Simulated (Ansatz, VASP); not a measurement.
**C: VASP beside Ansatz**

Contents of INCAR:

```
ALGO = Normal
EDIFF = 1E-6
ENCUT = 600
GGA = PS
GGA_COMPAT = False
ISIF = 2
ISMEAR = 0
LASPH = True
LCHARG = False
LREAL = False
LWAVE = False
NBANDS = 11
NELM = 120
PREC = Accurate
SIGMA = 0.02
```

File KPOINTS:

```
k-points
0
Gamma
  16 16 16
```

Contents of POSCAR:

```
C
1.0
    0.0000000000      1.7769057984      1.7769057984
    1.7769057984      0.0000000000      1.7769057984
    1.7769057984      1.7769057984      0.0000000000
C
2
Direct
    0.5000000000      0.5000000000      0.5000000000
    0.7500000000      0.7500000000      0.7500000000
```

Input for Ansatz:

```yaml
crystal:
  lattice:
    - [0.0, 1.7769057984, 1.7769057984]
    - [1.7769057984, 0.0, 1.7769057984]
    - [1.7769057984, 1.7769057984, 0.0]
  atoms:
    - { symbol: C, position: [0.5, 0.5, 0.5] }
    - { symbol: C, position: [0.75, 0.75, 0.75] }
basis:
  ecutwfc: 420
kpoints:
  mp_grid: { grid: [16, 16, 16] }
hamiltonian:
  xc: pbesol
scf:
  occupations: { method: gaussian, width: 0.02 }
output:
  forces: true
  stress: true
  eigenvalues: true
```

Alike in both runs: task single point; functional PBEsol; k mesh 16 × 16 × 16; occupations gaussian, width 0.02 eV; no spin polarisation.

|  | VASP | Ansatz |
| --- | --- | --- |
| version | VASP 6.6.1 | Ansatz 0.2.0 |
| potentials or method | VASP PAW PBE potentials, release 64 (C), cutoff 600 eV | scalar-relativistic, plane waves, PAW |
| valence electrons in the cell | 8 | 8 |

Ansatz gave:

```
gap on the k mesh at the Fermi level (eV) : 4.03
least direct gap on the mesh (eV)         : 5.57
pressure (GPa)                            : 0.0
```

Q: Estimate VASP's values.

A: gap on the k mesh at the Fermi level (eV): 4.03; least direct gap on the mesh (eV): 5.57; pressure (GPa): 0.4.

VASP's potentials were made for PBE, not for PBEsol.
